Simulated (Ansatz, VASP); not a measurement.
**SnO2 in VASP and in Ansatz**

The input INCAR:

```
PREC = Accurate ; ENCUT = 520
EDIFF = 1E-6 ; ISMEAR = 0
SIGMA = 0.05 ; LREAL = False
LASPH = True ; NELM = 80
ALGO = Normal ; ISIF = 2
LWAVE = False ; LCHARG = False
GGA = PE ; NBANDS = 20
```

Contents of KPOINTS:

```
Automatic mesh
0
Gamma
  12 12 12
```

The input POSCAR:

```
SnO2
1.0
    1.6167660720      0.9334403269      4.9182553763
   -1.6167660720      0.9334403269      4.9182553763
    0.0000000000     -1.8668806537      4.9182553763
Sn O
1 2
Direct
    0.5000000000      0.5000000000      0.5000000000
    0.2521652253      0.2521652253      0.2521652253
    0.7478347747      0.7478347747      0.7478347747
```

Input for Ansatz:

```yaml
crystal:
  lattice:
    - [1.616766072, 0.9334403269, 4.9182553763]
    - [-1.616766072, 0.9334403269, 4.9182553763]
    - [0.0, -1.8668806537, 4.9182553763]
  atoms:
    - { symbol: Sn, position: [0.5, 0.5, 0.5] }
    - { symbol: O, position: [0.2521652253, 0.2521652253, 0.2521652253] }
    - { symbol: O, position: [0.7478347747, 0.7478347747, 0.7478347747] }
basis:
  ecutwfc: 520.0
kpoints:
  mp_grid: { grid: [12, 12, 12] }
hamiltonian:
  xc: pbe
  pseudopotentials: { kind: paw, azcp: { folder: soft_1 } }
scf:
  occupations: { method: gaussian, width: 0.05 }
output:
  forces: true
  stress: true
  eigenvalues: true
```

Alike in both runs: task single point; functional PBE; k mesh 12 × 12 × 12; occupations gaussian, width 0.05 eV; no spin polarisation.

|  | VASP | Ansatz |
| --- | --- | --- |
| version | VASP 6.6.1 | Ansatz 0.2.0 |
| potentials or method | VASP PAW PBE potentials, release 64 (Sn_d, O), cutoff 520 eV | scalar-relativistic, plane waves, PAW |
| valence electrons in the cell | 26 | 26 |

|  | VASP | Ansatz | Ansatz less VASP |
| --- | --- | --- | --- |
| gap on the k mesh at the Fermi level (eV) | 1.34 | 1.36 | +0.024 |
| least direct gap on the mesh (eV) | 1.34 | 1.37 | +0.027 |
| pressure (GPa) | -14.3 | -14.6 | -0.38 |
| traceless stress, the component that is largest in VASP (GPa) | -9.78 | -9.67 | +0.117 |
| rms of the force components (eV/Å) | 1.353 | 1.378 | +0.0248 |

Atom by atom the forces differ by 0.025 eV/Å (rms over components).
